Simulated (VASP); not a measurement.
Ag: single point with RPBE

Ag:

```
Ag
1.0
     4.79868    0.00000    0.00000
    -2.39934    4.15578    0.00000
     0.00000    0.00000    2.87680
Ag
3
Direct
  0.00000 0.00000 0.00000
  0.33333 0.66667 0.50000
  0.66667 0.33333 0.50000
```

```
Program                : VASP 6.6.1
Task                   : single point
Functional             : RPBE
Potentials or basis    : VASP PAW PBE potentials, release 64 (Ag)
Cutoff                 : 520 eV
k mesh                 : 9 × 9 × 12
Occupations            : fermi-dirac, width 0.1 eV
Spin                   : no spin polarisation
Dipole correction      : no
Further INCAR settings : ALGO = Normal; EDIFF = 1e-06; NBANDS = 24
```

```
Pressure : -0.1 GPa
```

Stress tensor (GPa, compression positive):
```
 0.12  0.00  0.00
 0.00  0.12  0.00
 0.00  0.00 -0.47
```

Levels at points of the mesh, in eV from the Fermi level:
| k point | band 13 | band 14 | band 15 | band 16 | band 17 | band 18 | band 19 | band 20 |
| --- | --- | --- | --- | --- | --- | --- | --- | --- |
| (0.00, 0.00, 0.00) | -3.82 | -3.82 | -2.97 | -2.97 | 4.25 | 4.25 | 4.26 | 4.26 |
| (0.00, 0.00, 0.50) | -3.12 | -3.12 | -2.60 | -0.47 | 0.01 | 6.67 | 7.09 | 7.09 |

Run time: 3.5 min on 1 thread of AMD EPYC 7R13, on a shared host, peak memory 0.21 GiB.

Caveat: the PAW data sets were made with another functional, which shifts forces and pressure a little.
